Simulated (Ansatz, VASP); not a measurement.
## CuO2: VASP beside Ansatz

The input INCAR:

```
SYSTEM = CuO2
PREC = Accurate ; ENCUT = 700
EDIFF = 1E-6 ; ISMEAR = -1
SIGMA = 0.05 ; LREAL = .FALSE.
LASPH = .TRUE. ; NELM = 120
ALGO = Normal ; ISIF = 2
LWAVE = .FALSE. ; LCHARG = .FALSE.
GGA = PS ; NBANDS = 40
GGA_COMPAT = .FALSE.
```

File KPOINTS:

```
regular mesh
0
G
  8 8 6
  0 0 0
```

Contents of POSCAR:

```
CuO2
1.0
    1.4126150000     -5.2107470000      0.0000000000
    1.4126150000      5.2107470000      0.0000000000
    0.0000000000      0.0000000000      4.3434240000
Cu O
2 4
Direct
    0.1672530000      0.8327470000      0.7500000000
    0.8327470000      0.1672530000      0.2500000000
    0.7889700000      0.2110300000      0.7500000000
    0.2110300000      0.7889700000      0.2500000000
    0.5514860000      0.4485140000      0.7500000000
    0.4485140000      0.5514860000      0.2500000000
```

The input input.yaml:

```yaml
crystal:
  lattice:
    - [1.412615, -5.210747, 0.0]
    - [1.412615, 5.210747, 0.0]
    - [0.0, 0.0, 4.343424]
  atoms:
    - { symbol: Cu, position: [0.167253, 0.832747, 0.75] }
    - { symbol: Cu, position: [0.832747, 0.167253, 0.25] }
    - { symbol: O, position: [0.78897, 0.21103, 0.75] }
    - { symbol: O, position: [0.21103, 0.78897, 0.25] }
    - { symbol: O, position: [0.551486, 0.448514, 0.75] }
    - { symbol: O, position: [0.448514, 0.551486, 0.25] }
hamiltonian:
  xc: pbesol
  pseudopotentials: { kind: paw }
kpoints:
  mp_grid: { grid: [8, 8, 6] }
scf:
  occupations: { method: fermi_dirac, width: 0.05 }
  n_extra_bands: 15
output:
  forces: true
  stress: true
  eigenvalues: true
  dos: { projected: false, de: 0.05, nscf_kmesh: { grid: [12, 12, 9] } }
  write_density: true
  write_potential: true
  elf: true
  volumetric_format: npy
```

Alike in both runs: functional PBEsol; k mesh 8 × 8 × 6; occupations fermi-dirac, width 0.05 eV; no spin polarisation.

|  | VASP | Ansatz |
| --- | --- | --- |
| version | VASP 6.6.1 | Ansatz 0.2.0 |
| potentials or method | VASP PAW PBE potentials, release 64 (Cu_sv_GW, O) | Ansatz PAW |
| plane-wave cutoff (eV) | 700 | 420 |
| valence electrons in the cell | 62 | 62 |
| task | single point | density of states |

|  | VASP | Ansatz | Ansatz less VASP |
| --- | --- | --- | --- |
| gap on the k mesh at the Fermi level (eV) | none | none | - |
| pressure (GPa) | -10.7 | -8.7 | +1.94 |
| traceless stress, the component that is largest in VASP (GPa) | -1.84 | -2.17 | -0.326 |
| rms of the force components (eV/Å) | 0.195 | 0.210 | +0.0149 |

VASP's potentials were made for PBE, not for PBEsol. Atom by atom the forces differ by 0.016 eV/Å (rms over components). A gap of «none» marks a metal or a gap that the smearing closes.
